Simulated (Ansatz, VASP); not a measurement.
ReSb2: VASP beside Ansatz

```
CELL_PARAMETERS angstrom
2.99533 0.00000 0.00000
0.00000 2.99533 0.00000
0.00000 0.00000 8.46586
ATOMIC_POSITIONS crystal
Re 0.00000 0.00000 0.00000
Sb 0.50000 0.00000 0.27165
Sb 0.00000 0.50000 0.72835
```

Change from the starting cell: ordered vacancies on the cation sites of zinc blende (P-4m2, No. 115).

Alike in both runs: functional PBE; k mesh 16 × 16 × 6; occupations gaussian, width 0.1 eV; no spin polarisation.

Ansatz relaxed the structure, and its values are those at the end. VASP's run is a single point on that final structure, the one shown.

|  | VASP | Ansatz |
| --- | --- | --- |
| version | VASP 6.6.1 | Ansatz 0.2.0 |
| potentials or method | VASP PAW PBE potentials, release 64 (Re, Sb), cutoff 520 eV | scalar-relativistic, plane waves, PAW |
| valence electrons in the cell | 17 | 45 |

|  | VASP | Ansatz | Ansatz less VASP |
| --- | --- | --- | --- |
| gap on the k mesh at the Fermi level (eV) | none | none | - |
| pressure (GPa) | -0.1 | 0.0 | +0.07 |
| rms of the force components (eV/Å) | 0.011 | 0.001 | -0.0102 |

A gap of «none» marks a metal or a gap that the smearing closes. With one functional, cell and mesh, what is left measures potentials, basis and numerics. VASP's potentials hold 17 valence electrons a cell and Ansatz's 45, so a difference there can come from the potentials and not from the codes.

Spin-orbit coupling is off throughout.
